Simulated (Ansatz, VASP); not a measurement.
# AgS in VASP and in Ansatz

The input INCAR:

```
  PREC = Accurate
  ENCUT = 520
  EDIFF = 1E-6
  ISMEAR = 0
  SIGMA = 0.1
  LREAL = F
  LASPH = T
  NELM = 60
  ALGO = Normal
  ISIF = 2
  LWAVE = F
  LCHARG = F
  GGA = PE
  NBANDS = 25
```

KPOINTS

```
regular mesh
0
Gamma
  4 4 4
```

The input POSCAR:

```
AgS
1.0
    2.2809692800     -5.4371227400      0.0000000000
    2.2809692800      5.4371227400      0.0000000000
    0.0000000000      0.0000000000      4.1420737200
Ag S
2 2
Direct
    0.4156535900      0.5843464100      0.2500000000
    0.5843464100      0.4156535900      0.7500000000
    0.1333138900      0.8666861100      0.2500000000
    0.8666861100      0.1333138900      0.7500000000
```

Input for Ansatz:

```yaml
crystal:
  lattice:
    - [2.28096928, -5.43712274, 0.0]
    - [2.28096928, 5.43712274, 0.0]
    - [0.0, 0.0, 4.14207372]
  atoms:
    - { symbol: Ag, position: [0.41565359, 0.58434641, 0.25] }
    - { symbol: Ag, position: [0.58434641, 0.41565359, 0.75] }
    - { symbol: S, position: [0.13331389, 0.86668611, 0.25] }
    - { symbol: S, position: [0.86668611, 0.13331389, 0.75] }
basis:
  ecutwfc: 420
kpoints:
  mp_grid: { grid: [4, 4, 4] }
hamiltonian:
  xc: pbe
scf:
  occupations: { method: gaussian, width: 0.1 }
  lower_state_search: "off"
output:
  forces: true
  stress: true
  eigenvalues: true
```

Change from the starting cell: species swapped into the CaSn type (Cmcm, No. 63).

Alike in both runs: task single point; functional PBE; k mesh 4 × 4 × 4; occupations gaussian, width 0.1 eV; no spin polarisation.

|  | VASP | Ansatz |
| --- | --- | --- |
| version | VASP 6.6.1 | Ansatz 0.2.0 |
| potentials or method | VASP PAW PBE potentials, release 64 (Ag, S), cutoff 520 eV | scalar-relativistic, plane waves, PAW |
| valence electrons in the cell | 34 | 50 |

Ansatz gave:

| Item | Value |
| --- | --- |
| gap on the k mesh at the Fermi level (eV) | none |
| pressure (GPa) | -9.8 |
| traceless stress, the component that is largest in VASP (GPa) | -3.54 |
| rms of the force components (eV/Å) | 0.375 |

Which values does VASP return?

gap on the k mesh at the Fermi level (eV): none; pressure (GPa): -9.8; traceless stress, the component that is largest in VASP (GPa): -3.54; rms of the force components (eV/Å): 0.373.

Atom by atom the forces differ by 0.003 eV/Å (rms over components). A gap of «none» marks a metal or a gap that the smearing closes. VASP's potentials hold 34 valence electrons a cell and Ansatz's 50, so a difference there can come from the potentials and not from the codes.

The k mesh is coarse, so the values compare programs but aren't converged.
